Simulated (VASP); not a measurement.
Write the native input for VASP 6.6.1 that does the following.

```
Task                   : single point
Functional             : PBEsol
Potentials or basis    : VASP PAW PBE potentials, release 64 (Hf_pv, O)
Cutoff                 : 520 eV
k mesh                 : 6 × 6 × 8
Occupations            : fermi-dirac, width 0.05 eV
Spin                   : no spin polarisation
Dipole correction      : no
Further INCAR settings : ALGO = Normal; EDIFF = 1e-06; NBANDS = 31
```

The structure of HfO2 lies in POSCAR:

```
HfO2
1.0
    4.7484772721      0.0000000000      0.0000000000
    0.0000000000      4.7484772721      0.0000000000
    0.0000000000      0.0000000000      3.1620936750
Hf O
2 4
Direct
    0.5000000000      0.5000000000      0.5000000000
    0.0000000000      0.0000000000      0.0000000000
    0.8050448800      0.1949551200      0.5000000000
    0.6949551200      0.6949551200      0.0000000000
    0.3050448800      0.3050448800      0.0000000000
    0.1949551200      0.8050448800      0.5000000000
```

This cell differs from its parent crystal: volume scaled by 0.96.

The input as run:

INCAR

```
SYSTEM = HfO2
PREC = Accurate
ENCUT = 520
EDIFF = 1E-6
ISMEAR = -1
SIGMA = 0.05
LREAL = .FALSE.
LASPH = .TRUE.
NELM = 60
ALGO = Normal
ISIF = 2
LWAVE = .FALSE.
LCHARG = .TRUE.
GGA = PS
LELF = .TRUE.
LVHAR = .TRUE.
NBANDS = 31
```

KPOINTS

```
Automatic mesh
0
G
  6 6 8
  0 0 0
```

Potentials or basis: VASP PAW PBE potentials, release 64 (Hf_pv, O).

Launch:

```console
$ cat potpaw_PBE.64/Hf_pv/POTCAR potpaw_PBE.64/O/POTCAR > POTCAR
$ mpirun -np 1 vasp_std > vasp.out
```

It gave:

The pressure is 9.5 GPa and the largest force is 0.108 eV/Å. The band gap on the k mesh is 4.03 eV, direct.

Caveat: the PAW data sets were made with another functional, which shifts forces and pressure a little; spin-orbit coupling is left out, which moves the levels of the heavy elements.

It took 36 s on 1 thread of Intel(R) Xeon(R) 6975P-C (Granite Rapids), with other jobs on the host, peak memory 0.23 GiB.
